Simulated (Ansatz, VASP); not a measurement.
**Os: VASP beside Ansatz**

POSCAR

```
Os
1.0
    2.6971481730      0.0000000000      0.0000000000
   -1.3485740865      2.3357988356      0.0000000000
    0.0000000000      0.0000000000      4.2613185190
Os
2
Direct
    0.6666666667      0.3333333333      0.7500000000
    0.3333333333      0.6666666667      0.2500000000
```

INCAR.step1

```
ALGO = Normal
EDIFF = 1E-4
ENCUT = 520
GGA = PE
ISMEAR = -1
LASPH = T
LCHARG = F
LREAL = F
LWAVE = T
NBANDS = 15
NELM = 100
PREC = Accurate
SIGMA = 0.05
```

INCAR.step2

```
ALGO = Normal
BPARAM = 11.95
CPARAM = 0.0093
EDIFF = 1E-6
ENCUT = 520
ISIF = 2
ISMEAR = -1
ISTART = 1
IVDW_NL = 2
LASPH = T
LCHARG = F
LMIXTAU = T
LREAL = F
LUSE_VDW = T
LWAVE = F
METAGGA = R2SCAN
NBANDS = 15
NELM = 100
PREC = Accurate
SIGMA = 0.05
```

Contents of KPOINTS:

```
k-points
0
Gamma
  11 11 6
```

input.yaml

```yaml
crystal:
  lattice:
    - [2.697148173, 0.0, 0.0]
    - [-1.3485740865, 2.3357988356, 0.0]
    - [0.0, 0.0, 4.261318519]
  atoms:
    - { symbol: Os, position: [0.6666666667, 0.3333333333, 0.75] }
    - { symbol: Os, position: [0.3333333333, 0.6666666667, 0.25] }
hamiltonian:
  xc: r2scan
  pseudopotentials: { kind: paw }
  dispersion: rvv10
kpoints:
  mp_grid: { grid: [11, 11, 6] }
scf:
  occupations: { method: fermi_dirac, width: 0.05 }
output:
  forces: true
  stress: true
  eigenvalues: true
  write_density: true
  write_potential: true
  elf: true
  volumetric_format: npy
```

Alike in both runs: task single point; functional r2SCAN; dispersion rVV10; k mesh 11 × 11 × 6; occupations fermi-dirac, width 0.05 eV; no spin polarisation.

|  | VASP | Ansatz |
| --- | --- | --- |
| version | VASP 6.6.1 | Ansatz 0.2.0 |
| potentials or method | VASP PAW PBE potentials, release 64 (Os) | Ansatz PAW |
| plane-wave cutoff (eV) | 520 | 500 |
| valence electrons in the cell | 16 | 32 |

VASP gave:

```
gap on the k mesh at the Fermi level (eV)                     : none
pressure (GPa)                                                : 20.6
traceless stress, the component that is largest in VASP (GPa) : 0.56
```

Q: What did Ansatz give for the same quantities?

A: gap on the k mesh at the Fermi level (eV): none; pressure (GPa): 17.2; traceless stress, the component that is largest in VASP (GPa): 0.52.

VASP's potentials were made for PBE, not for r2SCAN. A gap of «none» marks a metal or a gap that the smearing closes. VASP's potentials hold 16 valence electrons a cell and Ansatz's 32, so a difference there can come from the potentials and not from the codes.

Neither program's run includes spin-orbit coupling.
